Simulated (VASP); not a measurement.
Input of a VASP 6.6.1 run:

The input INCAR:

```
ALGO = Normal ; EDIFF = 1E-6
ENCUT = 520 ; GGA = PS
ISIF = 2 ; ISMEAR = 0
LASPH = True ; LCHARG = False
LREAL = False ; LWAVE = False
NBANDS = 28 ; NELM = 100
PREC = Accurate ; SIGMA = 0.05
```

Contents of KPOINTS:

```
k-points
0
Gamma
  8 6 8
```

POSCAR

```
SnO
1.0
    2.8182652543      0.0000000000      0.0000000000
    0.0000000000      4.8492374107      0.0000000000
    0.0000000000      0.0000000000      3.8941648049
Sn O
2 2
Direct
    0.0000000000      0.2337892808      0.5261742991
    0.5000000000      0.7662107192      0.0261742991
    0.0000000000      0.8853564082      0.7238267009
    0.5000000000      0.1146435918      0.2238267009
```

Potentials or basis: VASP PAW PBE potentials, release 64 (Sn_d, O).

Launch:

```sh
$ cat potpaw_PBE.64/Sn_d/POTCAR potpaw_PBE.64/O/POTCAR > POTCAR
$ mpirun -np 1 vasp_std > vasp.out
```

Question: What does it give for the pressure?

Answer: 67.0 GPa.

Question: Predict the largest force.

Answer: 8.412 eV/Å.

Stress tensor (GPa, compression positive):
```
72.47  0.00  0.00
 0.00 73.24  0.00
 0.00  0.00 55.39
```

Caveat: the cell differs from its parent crystal (strain -0.1500 x Voigt [1, 1, 0, 0, 0, 0]); the stress differs along the axes, from 55 to 73 GPa; the PAW data sets were made with another functional, which shifts forces and pressure a little.
